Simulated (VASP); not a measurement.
# CoO (Fm-3m) in VASP: further runs

Runs on CoO. Level: PBE+U. Tasks: single point.

Everything below comes from runs of VASP 6.6.1. Logs are shortened: lines on timing, memory, paths and dates and some standing lists are left out, and cuts for length are marked.

## Step 1: The cell of the first run

Symmetry: Fm-3m, No. 225, cubic system. The conventional cell has a = 4.263 Å, b = 4.263 Å, c = 4.263 Å, α = 90.00°, β = 90.00°, γ = 90.00°. Co (site symmetry m-3m) has 6 O at 2.13 Å within 2.8 Å. O (site symmetry m-3m) has 6 Co at 2.13 Å within 2.8 Å.

## Step 2: Single point, PBE+U, collinear spin, ferromagnetic start

INCAR reads:

```
SYSTEM = CoO
ALGO = Normal ; EDIFF = 1E-6
ENCUT = 700 ; GGA = PE
GGA_COMPAT = .FALSE. ; ISIF = 2
ISMEAR = -1 ; ISPIN = 2
LASPH = .TRUE. ; LCHARG = .FALSE.
LDAU = .TRUE. ; LDAUJ = 0 0
LDAUL = 2 -1 ; LDAUPRINT = 1
LDAUTYPE = 2 ; LDAUU = 4.8 0
LMAXMIX = 4 ; LORBIT = 11
LREAL = .FALSE. ; LWAVE = .FALSE.
MAGMOM = 3.39 0 ; NBANDS = 22
NELM = 200 ; NUPDOWN = 3.39
PREC = Accurate ; SIGMA = 0.02
```

KPOINTS reads:

```
k-points
0
G
  9 9 9
  0 0 0
```

POSCAR reads:

```
CoO
1.0
    0.0000000000      2.1315000000      2.1315000000
    2.1315000000      0.0000000000      2.1315000000
    2.1315000000      2.1315000000      0.0000000000
Co O
1 1
Direct
    0.0000000000      0.0000000000      0.0000000000
    0.5000000000      0.5000000000      0.5000000000
```

Potentials or basis: VASP PAW PBE potentials, release 64 (Co_sv, O).

The run is started by

```
cat potpaw_PBE.64/Co_sv/POTCAR potpaw_PBE.64/O/POTCAR > POTCAR
mpirun -np 1 vasp_std > vasp.out
```

OUTCAR:

```text
SYSTEM = CoO
   EDIFF = 1E-6
   ENCUT = 700
   GGA = PE
   ISIF = 2
   ISMEAR = -1
   ISPIN = 2
   LASPH = .TRUE.
   LORBIT = 11
   LREAL = .FALSE.
   NELM = 200
   NUPDOWN = 3.39
   PREC = Accurate

 ion  position               nearest neighbor table
   1  0.000  0.000  0.000-   2 2.13   2 2.13   2 2.13   2 2.13   2 2.13   2 2.13
   2  0.500  0.500  0.500-   1 2.13   1 2.13   1 2.13   1 2.13   1 2.13   1 2.13

  LATTYP: Found a face centered cubic cell.
 ALAT       =     4.2630000000

  Lattice vectors:

 A1 = (   0.0000000000,   2.1315000000,   2.1315000000)
 A2 = (   2.1315000000,   0.0000000000,   2.1315000000)
 A3 = (   2.1315000000,   2.1315000000,   0.0000000000)

Analysis of symmetry for initial positions (statically):
=====================================================================
 Subroutine PRICEL returns:
 Original cell was already a primitive cell.

 Routine SETGRP: Setting up the symmetry group for a
 face centered cubic supercell.

 Subroutine GETGRP returns: Found 48 space group operations
 (whereof 48 operations were pure point group operations)
 out of a pool of 48 trial point group operations.

The static configuration has the point symmetry O_h .

Analysis of symmetry for dynamics (positions and initial velocities):
=====================================================================
 Subroutine PRICEL returns:
 Original cell was already a primitive cell.

 Routine SETGRP: Setting up the symmetry group for a
 face centered cubic supercell.

 Subroutine GETGRP returns: Found 48 space group operations
 (whereof 48 operations were pure point group operations)
 out of a pool of 48 trial point group operations.

The dynamic configuration has the point symmetry O_h .

Analysis of structural, dynamic, and magnetic symmetry:
=====================================================================
 Subroutine PRICEL returns:
 Original cell was already a primitive cell.

 Routine SETGRP: Setting up the symmetry group for a
 face centered cubic supercell.

 Subroutine GETGRP returns: Found 48 space group operations
 (whereof 48 operations were pure point group operations)
 out of a pool of 48 trial point group operations.

The overall configuration has the point symmetry O_h .

 Subroutine INISYM returns: Found 48 space group operations
 (whereof 48 operations are pure point group operations),
 and found     1 'primitive' translations

----------------------------------------------------------------------------------------

                                     Primitive cell

  volume of cell :      19.3681

  direct lattice vectors                    reciprocal lattice vectors
     0.000000000  2.131500000  2.131500000    -0.234576589  0.234576589  0.234576589
     2.131500000  0.000000000  2.131500000     0.234576589 -0.234576589  0.234576589
     2.131500000  2.131500000  0.000000000     0.234576589  0.234576589 -0.234576589

  length of vectors
     3.014396208  3.014396208  3.014396208     0.406298571  0.406298571  0.406298571

  position of ions in fractional coordinates (direct lattice)
     0.000000000  0.000000000  0.000000000
     0.500000000  0.500000000  0.500000000

  ion indices of the primitive-cell ions
   primitive index   ion index
                 1           1
                 2           2

----------------------------------------------------------------------------------------

 KPOINTS: k-points

Automatic generation of k-mesh.
 Grid dimensions read from file:
 generate k-points for:    9    9    9

 Generating k-lattice:

  Cartesian coordinates                     Fractional coordinates (reciprocal lattice)
    -0.026064065  0.026064065  0.026064065     0.111111111  0.000000000  0.000000000
     0.026064065 -0.026064065  0.026064065     0.000000000  0.111111111  0.000000000
     0.026064065  0.026064065 -0.026064065     0.000000000  0.000000000  0.111111111

  Length of vectors
     0.045144286  0.045144286  0.045144286

  Shift w.r.t. Gamma in fractional coordinates (k-lattice)
     0.000000000  0.000000000  0.000000000

 Subroutine IBZKPT returns following result:
 ===========================================

 Found     35 irreducible k-points:

 Following reciprocal coordinates:
            Coordinates               Weight
  0.000000  0.000000  0.000000      1.000000
  0.111111  0.000000  0.000000      8.000000
  0.222222  0.000000  0.000000      8.000000
  0.333333  0.000000  0.000000      8.000000
  0.444444  0.000000  0.000000      8.000000
  0.111111  0.111111  0.000000      6.000000
[... 16 lines left out ...]
 -0.333333  0.333333  0.000000     12.000000
  0.444444  0.444444  0.000000      6.000000
 [... further k-points ...]
   k-points           NKPTS =     35   k-points in BZ     NKDIM =     35   number of bands    NBANDS=     22
   number of dos      NEDOS =    301   number of ions     NIONS =      2
   total plane-waves  NPLWV =  21952
   dimension x,y,z NGX =    28 NGY =   28 NGZ =   28
   dimension x,y,z NGXF=    56 NGYF=   56 NGZF=   56
   ions per type =               1   1
   NGX,Y,Z   is equivalent  to a cutoff of  15.44, 15.44, 15.44 a.u.
   NGXF,Y,Z  is equivalent  to a cutoff of  30.88, 30.88, 30.88 a.u.
 SYSTEM =  CoO
   PREC   = accura    normal or accurate (medium, high low for compatibility)
   ISTART =      0    job   : 0-new  1-cont  2-samecut
   ICHARG =      2    charge: 1-file 2-atom 10-const
   ISPIN  =      2    spin polarized calculation?
   LNONCOLLINEAR =      F non collinear calculations
   LSORBIT =      F    spin-orbit coupling
   LASPH  =      T    aspherical Exc in radial PAW
   ENCUT  =  700.0 eV  51.45 Ry    7.17 a.u.   6.50  6.50  6.50*2*pi/ulx,y,z
   NELM   =    200;   NELMIN=  2; NELMDL= -5     # of ELM steps
   EDIFF  = 0.1E-05   stopping-criterion for ELM
   LREAL  =      F    real-space projection
   EDIFFG = 0.1E-04   stopping-criterion for IOM
   NSW    =      0    number of steps for IOM
   IBRION =     -1    ionic relax: 0-MD 1-quasi-New 2-CG
   NFREE  =      0    steps in history (QN), initial steepest desc. (CG)
   ISIF   =      2    stress and relaxation
   ISYM   =      2    0-nonsym 1-usesym 2-fastsym
   POTIM  = 0.5000    time-step for ionic-motion
   TEBEG  =    0.0;   TEEND  =   0.0 temperature during run
   PSTRESS=    0.0 pullay stress
   NELECT =      23.0000    total number of electrons
   NUPDOWN=       3.3900    fix difference up-down
   EMIN   =  10.00;   EMAX   =-10.00  energy-range for DOS
   EFERMI =   0.00;   METHOD = LEGACY
   ISMEAR =    -1;   SIGMA  =   0.02  broadening in eV -4-tet -1-fermi 0-gaus
   EFERMI_NEDOS =   21; number of points for ismear=-14 and -15
   IALGO  =     38    algorithm
   IMIX   =      4    mixing-type and parameters
     AMIX     =   0.40;   BMIX     =  1.00
     AMIX_MAG =   1.60;   BMIX_MAG =  1.00
  volume/ion in A,a.u.               =       9.68        65.35
  Fermi-wavevector in a.u.,A,eV,Ry     =   1.733626  3.276078 40.891759  3.005460
  Thomas-Fermi vector in A             =   2.807577
   LORBIT       =     11    0 simple, 1 ext, 2 COOP (PROOUT), +10 PAW based schemes
 LDA+U is selected, type is set to LDAUTYPE =  2
   angular momentum for each species LDAUL =     2   -1
   U (eV)           for each species LDAUU =   4.8  0.0
   J (eV)           for each species LDAUJ =   0.0  0.0
   GGA     = PE    functional components
   LHFCALC =     F    Hartree Fock is set to
   AEXX    =    0.0000 exact exchange contribution
   IVDW    =     0    specifies the selected vdW correction
   LEPSILON=     F    determine dielectric tensor
   LRPA    =     F    only Hartree local field effects (RPA)
 spin polarized calculation
  energy-cutoff  :      700.00
  volume of cell :       19.37
 maximum number of plane-waves:       869
 NGX is ok and might be reduce to    28
   NGX = 13   NGY = 13   NGZ = 13

atom =   1  type =  1  l = 2

 onsite density matrix

spin component  1

  0.9325 -0.0000 -0.0000  0.0000  0.0000
 -0.0000  0.9325  0.0000  0.0000  0.0000
 -0.0000  0.0000  0.9619  0.0000 -0.0000
  0.0000  0.0000  0.0000  0.9325 -0.0000
  0.0000  0.0000 -0.0000 -0.0000  0.9619

spin component  2

  0.5622  0.0000 -0.0000  0.0000 -0.0000
  0.0000  0.5622  0.0000 -0.0000 -0.0000
 -0.0000  0.0000  0.0986  0.0000 -0.0000
  0.0000 -0.0000  0.0000  0.5622  0.0000
 -0.0000 -0.0000 -0.0000  0.0000  0.0986

 occupancies and eigenvectors

  o =  0.0986  v =  0.0000  0.0000  0.0000  0.0000  0.0000  0.0000 -0.0000 -0.0047 -0.0000  1.0000      0.0000  0.0000  0.0000  0.0000  0.0000  0.0000  0.0000  0.0000  0.0000  0.0000
  o =  0.0986  v =  0.0000  0.0000  0.0000  0.0000  0.0000  0.0000 -0.0000  1.0000 -0.0000  0.0047      0.0000  0.0000  0.0000  0.0000  0.0000  0.0000  0.0000  0.0000  0.0000  0.0000
  o =  0.5622  v =  0.0000  0.0000  0.0000  0.0000  0.0000  0.0000 -0.9252 -0.0000  0.3795 -0.0000      0.0000  0.0000  0.0000  0.0000  0.0000  0.0000  0.0000  0.0000  0.0000  0.0000
  o =  0.5622  v =  0.0000  0.0000  0.0000  0.0000  0.0000  0.0000  0.3795  0.0000  0.9252  0.0000      0.0000  0.0000  0.0000  0.0000  0.0000  0.0000  0.0000  0.0000  0.0000  0.0000
  o =  0.5622  v =  0.0000  0.0000  0.0000  0.0000  0.0000  1.0000  0.0000  0.0000  0.0000  0.0000      0.0000  0.0000  0.0000  0.0000  0.0000  0.0000  0.0000  0.0000  0.0000  0.0000
  o =  0.9325  v =  0.0000 -0.9956 -0.0000  0.0941 -0.0000  0.0000  0.0000  0.0000  0.0000  0.0000      0.0000  0.0000  0.0000  0.0000  0.0000  0.0000  0.0000  0.0000  0.0000  0.0000
  o =  0.9325  v =  1.0000  0.0000  0.0000  0.0000  0.0000  0.0000  0.0000  0.0000  0.0000  0.0000      0.0000  0.0000  0.0000  0.0000  0.0000  0.0000  0.0000  0.0000  0.0000  0.0000
  o =  0.9325  v =  0.0000  0.0941  0.0000  0.9956 -0.0000  0.0000  0.0000  0.0000  0.0000  0.0000      0.0000  0.0000  0.0000  0.0000  0.0000  0.0000  0.0000  0.0000  0.0000  0.0000
  o =  0.9619  v =  0.0000 -0.0000  0.0139  0.0000  0.9999  0.0000  0.0000  0.0000  0.0000  0.0000      0.0000  0.0000  0.0000  0.0000  0.0000  0.0000  0.0000  0.0000  0.0000  0.0000
  o =  0.9619  v =  0.0000 -0.0000  0.9999 -0.0000 -0.0139  0.0000  0.0000  0.0000  0.0000  0.0000      0.0000  0.0000  0.0000  0.0000  0.0000  0.0000  0.0000  0.0000  0.0000  0.0000

 number of electron      23.0000015 magnetization       3.3900004

 Free energy of the ion-electron system (eV)
  ---------------------------------------------------
  ext. energy  EPLUGINS =         0.00000000
  ---------------------------------------------------
  free energy    TOTEN  =        -9.33462435 eV

  energy without entropy =       -9.32918451  energy(sigma->0) =       -9.33190443

 E-fermi :   8.2426     XC(G=0): -12.7108

 val. band max:       13.5040716993   @ k =   0.3333   0.1111   0.0000
 cond. band min:       8.2513880894   @ k =  -0.4444   0.3333   0.1111
 fundamental gap:     -5.2526836099
 Fermi energy:        13.5442581569

 spin component 1

 k-point     1 :       0.0000    0.0000    0.0000
  band No.  band energies     occupation
      1     -88.9290      1.00000
      2     -52.1492      1.00000
      3     -52.1492      1.00000
      4     -52.1492      1.00000
      5     -11.1365      1.00000
      6       2.7846      1.00000
[... 14 lines left out ...]
     21      29.9272      0.00000
     22      32.5712      0.00000
[... 552 lines left out ...]
  band No.  band energies     occupation
      1     -88.9247      1.00000
      2     -52.1797      1.00000
      3     -52.1616      1.00000
      4     -52.1616      1.00000
      5      -9.9646      1.00000
      6       1.9037      1.00000
[... 14 lines left out ...]
     21      39.9823      0.00000
     22      39.9823      0.00000

 [... further k-points ...]

 spin component 2

 k-point     1 :       0.0000    0.0000    0.0000
  band No.  band energies     occupation
      1     -85.4817      1.00000
      2     -48.7760      1.00000
      3     -48.7759      1.00000
      4     -48.7759      1.00000
      5     -10.5188      1.00000
      6       6.6434      1.00000
[... 14 lines left out ...]
     21      31.1486      0.00000
     22      35.0413      0.00000
[... 552 lines left out ...]
  band No.  band energies     occupation
      1     -85.4767      1.00000
      2     -48.8125      1.00000
      3     -48.7908      1.00000
      4     -48.7907      1.00000
      5      -9.1501      1.00000
      6       2.7046      1.00000
[... 14 lines left out ...]
     21      40.3741      0.00000
     22      40.3741      0.00000

 [... further k-points ...]

------------------------ aborting loop because EDIFF is reached ----------------------------------------

  FORCE on cell =-STRESS in cart. coord.  units (eV):
  Direction    XX          YY          ZZ          XY          YZ          ZX
  --------------------------------------------------------------------------------------
  -------------------------------------------------------------------------------------
  Total        1.0015283      1.0015283      1.0015283      0.0000000      0.0000000     -0.0000000
  in kB       82.8491012     82.8491012     82.8491012      0.0000000      0.0000000     -0.0000000
  external PRESSURE =      82.8491012 kB  Pullay stress =       0.0000000 kB

 VOLUME and BASIS-vectors are now :
 -----------------------------------------------------------------------------
  energy-cutoff  :      700.00
  volume of cell :       19.37
      direct lattice vectors                 reciprocal lattice vectors
     0.000000000  2.131500000  2.131500000    -0.234576589  0.234576589  0.234576589
     2.131500000  0.000000000  2.131500000     0.234576589 -0.234576589  0.234576589
     2.131500000  2.131500000  0.000000000     0.234576589  0.234576589 -0.234576589

 POSITION                                       TOTAL-FORCE (eV/Angst)
 -----------------------------------------------------------------------------------
      0.00000      0.00000      0.00000         0.000000      0.000000      0.000000
      2.13150      2.13150      2.13150         0.000000      0.000000     -0.000000
 -----------------------------------------------------------------------------------
    total drift:                                0.000000      0.000000      0.000000

  FREE ENERGIE OF THE ION-ELECTRON SYSTEM (eV)
  ---------------------------------------------------
  free  energy   TOTEN  =        -9.3346243461 eV

  energy  without entropy=       -9.3291845052  energy(sigma->0) =       -9.33190443

 total charge

# of ion       s       p       d       tot
------------------------------------------
    1        2.174   6.074   6.581  14.828
    2        1.572   3.438   0.000   5.011
--------------------------------------------------
tot          3.746   9.512   6.581  19.839

 magnetization (x)

# of ion       s       p       d       tot
------------------------------------------
    1        0.041   0.018   2.832   2.892
    2        0.053   0.308   0.000   0.361
--------------------------------------------------
tot          0.095   0.326   2.832   3.253
```

It took 25 s on 1 thread of Intel Xeon 6975P-C (Granite Rapids), shared host; peak memory 0.18 GiB.

Results:

```yaml
Free_energy: -9.3346 eV
Pressure: 8.3 GPa
Net_moment: 3.39 μB per cell
Site_moments: Co +2.89; O +0.36 μB
Valence_electrons_inside_the_program's_atomic_spheres: Co 14.83; O 5.01
```

Eigenvalues of the final occupation matrices:
```csv
site,spin,trace,eigenvalues
site 1 d,1,4.72,0.93 0.93 0.93 0.96 0.96
site 1 d,2,1.88,0.10 0.10 0.56 0.56 0.56
```

Caveat: the cell stands under pressure; the total moment is fixed, so each spin has its own Fermi level and the state may be an excited one; a cell with one magnetic atom can't hold antiferromagnetic order, which such compounds often take. The state reached can hang on the start; a lower one may exist.

## Step 3: Single point, PBE+U, collinear spin, ferromagnetic start

INCAR reads:

```
ALGO = Normal
EDIFF = 1E-6
ENCUT = 700
GGA = PE
GGA_COMPAT = False
ISIF = 2
ISMEAR = -1
ISPIN = 2
LASPH = True
LCHARG = True
LDAU = True
LDAUJ = 0 0
LDAUL = 2 -1
LDAUPRINT = 1
LDAUTYPE = 2
LDAUU = 4.8 0
LELF = True
LMAXMIX = 4
LORBIT = 11
LREAL = False
LVHAR = True
LWAVE = False
MAGMOM = 0.56 0
NBANDS = 22
NELM = 200
NUPDOWN = 0.56
PREC = Accurate
SIGMA = 0.02
```

KPOINTS reads:

```
k-points
0
Gamma
  9 9 9
```

POSCAR is that of step 2.

Potentials or basis: VASP PAW PBE potentials, release 64 (Co_sv, O).

The run is started by

```
cat potpaw_PBE.64/Co_sv/POTCAR potpaw_PBE.64/O/POTCAR > POTCAR
mpirun -np 1 vasp_std > vasp.out
```

It took 33 s on 1 thread of AMD EPYC 9R45 (Zen 5), shared host; peak memory 0.16 GiB.

The run converged. Its results:

```
Free energy                                           : -9.4440 eV
Pressure                                              : -16.1 GPa
Net moment                                            : 0.56 μB per cell
Site moments                                          : Co +0.69; O -0.14 μB
Valence electrons inside the program's atomic spheres : Co 15.03; O 4.95
```

Eigenvalues of the final occupation matrices:
```csv
site,spin,trace,eigenvalues
site 1 d,1,3.78,0.52 0.52 0.92 0.92 0.92
site 1 d,2,3.10,0.18 0.18 0.92 0.92 0.92
```

Caveat: the cell stands under tension; the total moment is fixed, so each spin has its own Fermi level and the state may be an excited one; a cell with one magnetic atom can't hold antiferromagnetic order, which such compounds often take. The state reached can hang on the start; a lower one may exist.
